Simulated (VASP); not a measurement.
LuSb:

```
Lu Sb
1.0
     0.00000    3.03933    3.03933
     3.03933    0.00000    3.03933
     3.03933    3.03933    0.00000
Lu Sb
1 1
Direct
  0.00000 0.00000 0.00000
  0.50000 0.50000 0.50000
```

```yaml
Program: VASP 6.6.1
Task: relaxation of cell and atoms
Functional: LDA
Potentials_or_basis: VASP PAW PBE potentials, release 64 (Lu, Sb)
Cutoff: 600 eV
k_mesh: 8 × 8 × 8
Occupations: fermi-dirac, width 0.1 eV
Spin: no spin polarisation
```

At the start: pressure -4.2 GPa; volume 28.08 Å³/atom.

**Question.** How do energy, volume and symmetry change on relaxing?

**Answer.** Over 3 steps the energy falls by 25.4 meV/atom and the volume is 26.25 Å³/atom (-6.5 %); space group Fm-3m (No. 225, to 0.1 Å) before and after.

The path:
```tsv
step	energy change (eV)	largest force (eV/Å)	pressure (GPa)	volume (Å³)
1	0.0000	0.0000	-4.17	56.15
2	-0.0307	0.0000	3.19	50.42
3	-0.0507	0.0000	0.07	52.51
```

Final structure:
```xyz
2
Lattice="0.0000 2.9721 2.9721 2.9721 0.0000 2.9721 2.9721 2.9721 0.0000" Properties=species:S:1:pos:R:3 pbc="T T T"
Lu    0.0000    0.0000    0.0000
Sb    2.9721    2.9721    2.9721
```

Caveat: the PAW data sets were made with another functional, which shifts forces and pressure a little.
